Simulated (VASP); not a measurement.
Input of a VASP 6.6.1 run:

The input POSCAR:

```
GaAs
1.0
    0.0000000000      2.8330850947      2.8330850947
    2.8330850947      0.0000000000      2.8330850947
    2.8330850947      2.8330850947      0.0000000000
Ga As
1 1
Direct
    0.0000000000      0.0000000000      0.0000000000
    0.2500000000      0.2500000000      0.2500000000
```

File INCAR.step1:

```
  ALGO = Normal
  EDIFF = 1E-5
  ENCUT = 520
  GGA = PE
  ISIF = 2
  ISMEAR = 0
  LASPH = T
  LCHARG = F
  LREAL = F
  LWAVE = T
  NBANDS = 16
  NELM = 80
  PREC = Accurate
  SIGMA = 0.01
```

File INCAR.step2:

```
  ALGO = Normal
  EDIFF = 1E-6
  ENCUT = 520
  GGA = PE
  HFSCREEN = 0.2079
  ISIF = 2
  ISMEAR = 0
  ISTART = 1
  LASPH = T
  LCHARG = F
  LHFCALC = T
  LREAL = F
  LWAVE = F
  NBANDS = 16
  NELM = 80
  PREC = Accurate
  PRECFOCK = Normal
  SIGMA = 0.01
```

KPOINTS

```
k-points
0
Gamma
  4 4 4
```

Potentials or basis: VASP PAW PBE potentials, release 64 (Ga_d, As).

Command:

```sh
$ cat potpaw_PBE.64/Ga_d/POTCAR potpaw_PBE.64/As/POTCAR > POTCAR
$ cp INCAR.step1 INCAR
$ mpirun -np 1 vasp_std > vasp.out
$ cp INCAR.step2 INCAR
$ mpirun -np 1 vasp_std > vasp.out
```

(1) What does it give for the band gap on the k mesh?

(2) Estimate the pressure.

Results:

(1) 1.41 eV.

(2) 0.8 GPa.

Caveat: the k points lie up to 0.48 Å⁻¹ apart; the PAW data sets were made with another functional, which shifts forces and pressure a little.
